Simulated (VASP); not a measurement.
# Cd16Te13Se3 (P1) in VASP: single point with r2SCAN

Aim: the single point of Cd16Te13Se3 with r2SCAN.

Everything below comes from runs of VASP 6.6.1. Logs are shortened: lines on timing, memory, paths and dates and some standing lists are left out, and cuts for length are marked.

## (1) The cell of the first run

The typed cell holds 64 atoms: a = 12.825 Å, b = 12.825 Å, c = 12.825 Å, α = 90.00°, β = 90.00°, γ = 90.00°.

## (2) Single point, r2SCAN

POSCAR

```
Cd16Te13Se3
1.0
   12.8246370000      0.0000000000      0.0000000000
    0.0000000000     12.8246370000      0.0000000000
    0.0000000000      0.0000000000     12.8246370000
Cd Te Se
32 26 6
Direct
    0.0007810000      0.9994200000      0.0019010000
    0.0002820000      0.9980450000      0.4987170000
    0.0067370000      0.5077370000      0.0064330000
    0.0060910000      0.4954090000      0.4937250000
    0.4933570000      0.9913860000      0.0066880000
    0.5047620000      0.9935780000      0.4939580000
    0.4931580000      0.5071540000      0.9957280000
    0.5041750000      0.5079310000      0.5047040000
    0.2503100000      0.2499490000      0.0002250000
    0.2463800000      0.2574100000      0.4928780000
    0.2565100000      0.7435060000      0.0066450000
    0.2502610000      0.7499650000      0.4999550000
    0.7487500000      0.2517250000      0.0016230000
    0.7507070000      0.2499560000      0.5004100000
    0.7504100000      0.7503200000      0.0001560000
    0.7382550000      0.7485180000      0.4987400000
    0.2577310000      0.9925170000      0.2429340000
    0.2508560000      0.9983260000      0.7485860000
    0.2403260000      0.5017960000      0.2510290000
    0.2573690000      0.5076140000      0.7572890000
    0.7443800000      0.9924890000      0.2576270000
    0.7482630000      0.9983020000      0.7515870000
    0.7485950000      0.5019470000      0.2489980000
    0.7442340000      0.5076560000      0.7425470000
    0.0062610000      0.2547380000      0.2560720000
    0.0005730000      0.2533350000      0.7508990000
    0.0065360000      0.7423950000      0.2439180000
    0.0001190000      0.7498050000      0.7495310000
    0.4988430000      0.2525620000      0.2498240000
    0.4988810000      0.2492060000      0.7493430000
    0.4986960000      0.7605690000      0.2506530000
    0.4988630000      0.7377260000      0.7513790000
    0.1269580000      0.1243210000      0.1276430000
    0.1254750000      0.1269540000      0.6225830000
    0.1263950000      0.6225680000      0.6249010000
    0.6229000000      0.1208060000      0.1266870000
    0.6238300000      0.1225660000      0.6229370000
    0.6204590000      0.6284240000      0.1252340000
    0.3715150000      0.3793970000      0.1252650000
    0.3743240000      0.3786110000      0.6243110000
    0.3790050000      0.8709880000      0.6251330000
    0.8783710000      0.3768230000      0.1264410000
    0.8748870000      0.3782830000      0.6233140000
    0.8750460000      0.8729390000      0.1279280000
    0.8708880000      0.8720450000      0.6222910000
    0.3742990000      0.1228210000      0.3735110000
    0.3753290000      0.1220120000      0.8767760000
    0.3750330000      0.6259890000      0.3721720000
    0.8747360000      0.1243600000      0.3734500000
    0.8746590000      0.1250430000      0.8753460000
    0.8749800000      0.6257990000      0.3752540000
    0.8747060000      0.6236220000      0.8748550000
    0.1268550000      0.3794360000      0.8766340000
    0.1265190000      0.8729370000      0.3705790000
    0.1287060000      0.8705410000      0.8786650000
    0.6240810000      0.3773170000      0.3767940000
    0.6227570000      0.3792340000      0.8733690000
    0.6201260000      0.8708640000      0.8748480000
    0.1295290000      0.6251150000      0.1248360000
    0.6224430000      0.6276980000      0.6243190000
    0.3743670000      0.8691150000      0.1244470000
    0.3742460000      0.6278930000      0.8773320000
    0.1257070000      0.3771940000      0.3724730000
    0.6225370000      0.8712470000      0.3748110000
```

INCAR.step1

```
SYSTEM = Cd16Te13Se3
PREC     = Accurate       ! precision mode
ENCUT    = 520            ! plane-wave cutoff, eV
ISMEAR   = -1             ! smearing method
SIGMA    = 0.05           ! smearing width, eV
LREAL    = Auto         
LASPH    = .True.         ! aspherical terms in the spheres
NELM     = 60             ! most SCF steps
NBANDS   = 326            ! bands
GGA      = PE             ! functional
ALGO     = Normal         ! electronic algorithm
EDIFF    = 1E-4           ! SCF threshold, eV
LWAVE    = .True.         ! write WAVECAR
LCHARG   = .False.        ! write CHGCAR
NCORE    = 4
```

INCAR.step2

```
SYSTEM = Cd16Te13Se3
PREC     = Accurate       ! precision mode
ENCUT    = 520            ! plane-wave cutoff, eV
EDIFF    = 1E-7           ! SCF threshold, eV
ISMEAR   = -1             ! smearing method
SIGMA    = 0.05           ! smearing width, eV
LREAL    = Auto         
LASPH    = .True.         ! aspherical terms in the spheres
NELM     = 60             ! most SCF steps
ALGO     = Normal         ! electronic algorithm
ISIF     = 2              ! what is computed and relaxed
LWAVE    = .False.        ! write WAVECAR
LCHARG   = .False.        ! write CHGCAR
METAGGA  = R2SCAN         ! meta-GGA
LMIXTAU  = .True.       
NBANDS   = 326            ! bands
ISTART   = 1            
NCORE    = 4
```

KPOINTS

```
Automatic mesh
0
Gamma
  1 1 1
  0 0 0
```

Potentials or basis: VASP PAW PBE potentials, release 64 (Cd, Te, Se).

Command:

```bash
$ cat potpaw_PBE.64/Cd/POTCAR potpaw_PBE.64/Te/POTCAR potpaw_PBE.64/Se/POTCAR > POTCAR
$ cp INCAR.step1 INCAR
$ mpirun -np 4 vasp_gam > vasp.out
$ cp INCAR.step2 INCAR
$ mpirun -np 4 vasp_gam > vasp.out
```

OUTCAR:

```text
SYSTEM = Cd16Te13Se3
   PREC = Accurate
   ENCUT = 520
   EDIFF = 1E-7
   ISMEAR = -1
   LREAL = Auto
   LASPH = .True.
   NELM = 60
   ISIF = 2
   METAGGA = R2SCAN
   ISTART = 1

 ion  position               nearest neighbor table
   1  0.001  0.999  0.002-  33 2.79  44 2.80  50 2.80  55 2.81
   2  0.000  0.998  0.499-  49 2.79  34 2.80  45 2.81  54 2.81
   3  0.007  0.508  0.006-  59 2.66  53 2.80  42 2.81  52 2.81
   4  0.006  0.495  0.494-  63 2.66  43 2.80  35 2.81  51 2.82
   5  0.493  0.991  0.007-  61 2.66  47 2.81  36 2.81  58 2.81
   6  0.505  0.994  0.494-  64 2.66  37 2.79  41 2.81  46 2.82
[... 56 lines left out ...]
  63  0.126  0.377  0.372-  25 2.65   4 2.66  10 2.67  19 2.67
  64  0.623  0.871  0.375-  31 2.66   6 2.66  21 2.67  16 2.68

  LATTYP: Found a simple cubic cell.
 ALAT       =    12.8246370000

  Lattice vectors:

 A1 = (  12.8246370000,   0.0000000000,   0.0000000000)
 A2 = (   0.0000000000,  12.8246370000,   0.0000000000)
 A3 = (   0.0000000000,   0.0000000000,  12.8246370000)

Analysis of symmetry for initial positions (statically):
=====================================================================
 Subroutine PRICEL returns:
 Original cell was already a primitive cell.

 Routine SETGRP: Setting up the symmetry group for a
 simple cubic supercell.

 Subroutine GETGRP returns: Found  1 space group operations
 (whereof  1 operations were pure point group operations)
 out of a pool of 48 trial point group operations.

The static configuration has the point symmetry C_1 .

Analysis of symmetry for dynamics (positions and initial velocities):
=====================================================================
 Subroutine PRICEL returns:
 Original cell was already a primitive cell.

 Routine SETGRP: Setting up the symmetry group for a
 simple cubic supercell.

 Subroutine GETGRP returns: Found  1 space group operations
 (whereof  1 operations were pure point group operations)
 out of a pool of 48 trial point group operations.

The dynamic configuration has the point symmetry C_1 .

 Subroutine INISYM returns: Found  1 space group operations
 (whereof  1 operations are pure point group operations),
 and found     1 'primitive' translations

----------------------------------------------------------------------------------------

                                     Primitive cell

  volume of cell :    2109.2849

  direct lattice vectors                    reciprocal lattice vectors
    12.824637000  0.000000000  0.000000000     0.077974917  0.000000000  0.000000000
     0.000000000 12.824637000  0.000000000     0.000000000  0.077974917  0.000000000
     0.000000000  0.000000000 12.824637000     0.000000000  0.000000000  0.077974917

  length of vectors
    12.824637000 12.824637000 12.824637000     0.077974917  0.077974917  0.077974917

  position of ions in fractional coordinates (direct lattice)
     0.000781000  0.999420000  0.001901000
     0.000282000  0.998045000  0.498717000
     0.006737000  0.507737000  0.006433000
     0.006091000  0.495409000  0.493725000
     0.493357000  0.991386000  0.006688000
     0.504762000  0.993578000  0.493958000
[... 56 lines left out ...]
     0.125707000  0.377194000  0.372473000
     0.622537000  0.871247000  0.374811000

  ion indices of the primitive-cell ions
   primitive index   ion index
                 1           1
                 2           2
                 3           3
                 4           4
                 5           5
                 6           6
[... 56 lines left out ...]
                63          63
                64          64

----------------------------------------------------------------------------------------

 KPOINTS: Automatic mesh

Automatic generation of k-mesh.
 Grid dimensions read from file:
 generate k-points for:    1    1    1

 Generating k-lattice:

  Cartesian coordinates                     Fractional coordinates (reciprocal lattice)
     0.077974917  0.000000000  0.000000000     1.000000000  0.000000000  0.000000000
     0.000000000  0.077974917  0.000000000     0.000000000  1.000000000  0.000000000
     0.000000000  0.000000000  0.077974917     0.000000000  0.000000000  1.000000000

  Length of vectors
     0.077974917  0.077974917  0.077974917

  Shift w.r.t. Gamma in fractional coordinates (k-lattice)
     0.000000000  0.000000000  0.000000000

 Subroutine IBZKPT returns following result:
 ===========================================

 Found      1 irreducible k-points:

 Following reciprocal coordinates:
            Coordinates               Weight
  0.000000  0.000000  0.000000      1.000000
   k-points           NKPTS =      1   k-points in BZ     NKDIM =      1   number of bands    NBANDS=    326
   number of dos      NEDOS =    301   number of ions     NIONS =     64
   total plane-waves  NPLWV = 884736
   dimension x,y,z NGX =    96 NGY =   96 NGZ =   96
   dimension x,y,z NGXF=   192 NGYF=  192 NGZF=  192
   ions per type =              32  26   6
   NGX,Y,Z   is equivalent  to a cutoff of  12.44, 12.44, 12.44 a.u.
   NGXF,Y,Z  is equivalent  to a cutoff of  24.89, 24.89, 24.89 a.u.
 SYSTEM =  Cd16Te13Se3
   PREC   = accura    normal or accurate (medium, high low for compatibility)
   ISTART =      1    job   : 0-new  1-cont  2-samecut
   ICHARG =      0    charge: 1-file 2-atom 10-const
   ISPIN  =      1    spin polarized calculation?
   LNONCOLLINEAR =      F non collinear calculations
   LSORBIT =      F    spin-orbit coupling
   LASPH  =      T    aspherical Exc in radial PAW
   ENCUT  =  520.0 eV  38.22 Ry    6.18 a.u.  23.85 23.85 23.85*2*pi/ulx,y,z
   NELM   =     60;   NELMIN=  2; NELMDL=  0     # of ELM steps
   EDIFF  = 0.1E-06   stopping-criterion for ELM
   LREAL  =      T    real-space projection
   EDIFFG = 0.1E-05   stopping-criterion for IOM
   NSW    =      0    number of steps for IOM
   IBRION =     -1    ionic relax: 0-MD 1-quasi-New 2-CG
   NFREE  =      0    steps in history (QN), initial steepest desc. (CG)
   ISIF   =      2    stress and relaxation
   ISYM   =      2    0-nonsym 1-usesym 2-fastsym
   POTIM  = 0.5000    time-step for ionic-motion
   TEBEG  =    0.0;   TEEND  =   0.0 temperature during run
   PSTRESS=    0.0 pullay stress
   NELECT =     576.0000    total number of electrons
   NUPDOWN=      -1.0000    fix difference up-down
   EMIN   =  10.00;   EMAX   =-10.00  energy-range for DOS
   EFERMI =   0.00;   METHOD = LEGACY
   ISMEAR =    -1;   SIGMA  =   0.05  broadening in eV -4-tet -1-fermi 0-gaus
   EFERMI_NEDOS =   21; number of points for ismear=-14 and -15
   IALGO  =     38    algorithm
   IMIX   =      4    mixing-type and parameters
     AMIX     =   0.40;   BMIX     =  1.00
     AMIX_MAG =   1.60;   BMIX_MAG =  1.00
  volume/ion in A,a.u.               =      32.96       222.41
  Fermi-wavevector in a.u.,A,eV,Ry     =   1.062113  2.007102 15.348505  1.128083
  Thomas-Fermi vector in A             =   2.197552
   LORBIT       =      0    0 simple, 1 ext, 2 COOP (PROOUT), +10 PAW based schemes
   METAGGA = R2SCAN    functional components
   LHFCALC =     F    Hartree Fock is set to
   AEXX    =    0.0000 exact exchange contribution
   IVDW    =     0    specifies the selected vdW correction
   LEPSILON=     F    determine dielectric tensor
   LRPA    =     F    only Hartree local field effects (RPA)
 non-spin polarized calculation
  energy-cutoff  :      520.00
  volume of cell :     2109.28
 maximum number of plane-waves:     28334
 NGX is ok and might be reduce to    96
   NGX = 47   NGY = 47   NGZ = 47

 number of electron     575.9999988 magnetization

 Free energy of the ion-electron system (eV)
  ---------------------------------------------------
  ext. energy  EPLUGINS =         0.00000000
  ---------------------------------------------------
  free energy    TOTEN  =     -1425.65157634 eV

  energy without entropy =    -1425.65149489  energy(sigma->0) =    -1425.65153562

 E-fermi :   2.4818     XC(G=0):  -9.1440

 val. band max:        1.9235149469   @ k =   0.0000   0.0000   0.0000
 cond. band min:       2.9955308156   @ k =   0.0000   0.0000   0.0000
 fundamental gap:      1.0720158686
 Fermi energy:         2.4817528784

 k-point     1 :       0.0000    0.0000    0.0000
  band No.  band energies     occupation
      1     -11.1352      2.00000
      2     -11.0922      2.00000
      3     -11.0687      2.00000
      4     -11.0628      2.00000
      5     -11.0206      2.00000
      6     -11.0094      2.00000
[... 292 lines left out ...]
    299       5.0296      0.00000
    300       5.1516      0.00000
 [bands above 300 left out]

------------------------ aborting loop because EDIFF is reached ----------------------------------------

  FORCE on cell =-STRESS in cart. coord.  units (eV):
  Direction    XX          YY          ZZ          XY          YZ          ZX
  --------------------------------------------------------------------------------------
  -------------------------------------------------------------------------------------
  Total       22.4691084     22.2951319     22.4610717      0.8419891      0.7733270      0.7889361
  in kB       17.0671568     16.9350071     17.0610522      0.6395608      0.5874062      0.5992626
  external PRESSURE =      17.0210720 kB  Pullay stress =       0.0000000 kB

 VOLUME and BASIS-vectors are now :
 -----------------------------------------------------------------------------
  energy-cutoff  :      520.00
  volume of cell :     2109.28
      direct lattice vectors                 reciprocal lattice vectors
    12.824637000  0.000000000  0.000000000     0.077974917  0.000000000  0.000000000
     0.000000000 12.824637000  0.000000000     0.000000000  0.077974917  0.000000000
     0.000000000  0.000000000 12.824637000     0.000000000  0.000000000  0.077974917

 POSITION                                       TOTAL-FORCE (eV/Angst)
 -----------------------------------------------------------------------------------
      0.01002     12.81720      0.02438        -0.022489     -0.016044     -0.026040
      0.00362     12.79956      6.39586        -0.011974     -0.022352     -0.014257
      0.08640      6.51154      0.08250        -0.025914     -0.013428     -0.017102
      0.07811      6.35344      6.33184        -0.016023     -0.012200     -0.018839
      6.32712     12.71417      0.08577        -0.016962     -0.017617     -0.015251
      6.47339     12.74228      6.33483        -0.024007     -0.019276     -0.023630
[... 56 lines left out ...]
      1.61215      4.83738      4.77683         0.033070      0.035093      0.004136
      7.98381     11.17343      4.80682         0.023076      0.002879      0.022290
 -----------------------------------------------------------------------------------
    total drift:                               -0.006021      0.042172     -0.014664

  FREE ENERGIE OF THE ION-ELECTRON SYSTEM (eV)
  ---------------------------------------------------
  free  energy   TOTEN  =     -1425.6515763395 eV

  energy  without entropy=    -1425.6514948941  energy(sigma->0) =    -1425.65153562
```

Wall time 11 min (4 MPI ranks of AMD EPYC 7R13 (Zen 3), shared host); peak memory 0.62 GiB.

Results:

- Free energy: -1425.6516 eV
- Pressure: 1.7 GPa
- Largest force: 0.073 eV/Å
- Band gap on the k mesh: 1.07 eV

Forces in eV/Å, atoms in the order of the input:
```
Cd  -0.022 -0.016 -0.026
Cd  -0.012 -0.022 -0.014
Cd  -0.026 -0.013 -0.017
Cd  -0.016 -0.012 -0.019
Cd  -0.017 -0.018 -0.015
Cd  -0.024 -0.019 -0.024
Cd  -0.009 -0.027 -0.020
Cd  -0.020 -0.020 -0.019
Cd  -0.019 -0.019 -0.023
Cd  -0.011 -0.018 -0.014
Cd  -0.021 -0.017 -0.021
Cd  -0.019 -0.018 -0.016
Cd  -0.023 -0.013 -0.012
Cd  -0.016 -0.020 -0.020
Cd  -0.009 -0.021 -0.020
Cd  -0.017 -0.018 -0.019
Cd  -0.016 -0.021 -0.025
Cd  -0.030 -0.015 -0.028
Cd  -0.017 -0.016 -0.009
Cd  -0.017 -0.021 -0.021
Cd  -0.018 -0.020 -0.019
Cd  -0.017 -0.020 -0.012
Cd  -0.015 -0.018 -0.024
Cd  -0.014 -0.015 -0.017
Cd  -0.021 -0.020 -0.019
Cd  -0.017 -0.019 -0.013
Cd  -0.020 -0.022 -0.022
Cd  -0.015 -0.005 -0.025
Cd  -0.012 -0.020 -0.023
Cd  -0.019 -0.015 -0.018
Cd  -0.019 -0.018 -0.016
Cd  -0.018 -0.030 -0.020
Te   0.013  0.016  0.037
Te   0.024  0.027  0.009
Te   0.022 -0.012  0.019
Te   0.020  0.008  0.020
Te   0.011  0.006  0.009
Te  -0.006  0.022  0.025
Te   0.017  0.036  0.033
Te   0.002  0.021  0.005
Te   0.037  0.015  0.026
Te   0.032  0.008  0.014
Te   0.018  0.032  0.022
Te   0.018  0.021  0.037
Te   0.003  0.004  0.010
Te   0.014  0.014  0.030
Te   0.028  0.006  0.027
Te   0.019  0.006 -0.009
Te   0.016  0.015  0.004
Te   0.026  0.020  0.013
Te   0.011  0.033  0.043
Te   0.015 -0.006  0.017
Te   0.012  0.028  0.012
Te   0.016  0.023  0.004
Te   0.032 -0.004  0.036
Te   0.004  0.024  0.029
Te   0.018  0.024  0.019
Te   0.002  0.020  0.010
Se   0.046  0.031  0.006
Se   0.018  0.044  0.027
Se   0.007  0.003  0.012
Se   0.014  0.062  0.036
Se   0.033  0.035  0.004
Se   0.023  0.003  0.022
```

Caveat: the k points lie up to 0.49 Å⁻¹ apart; the PAW data sets were made with another functional, which shifts forces and pressure a little; spin-orbit coupling is left out, which moves the levels of the heavy elements; an odd mesh through Γ misses points on the zone boundary, where band edges can lie.
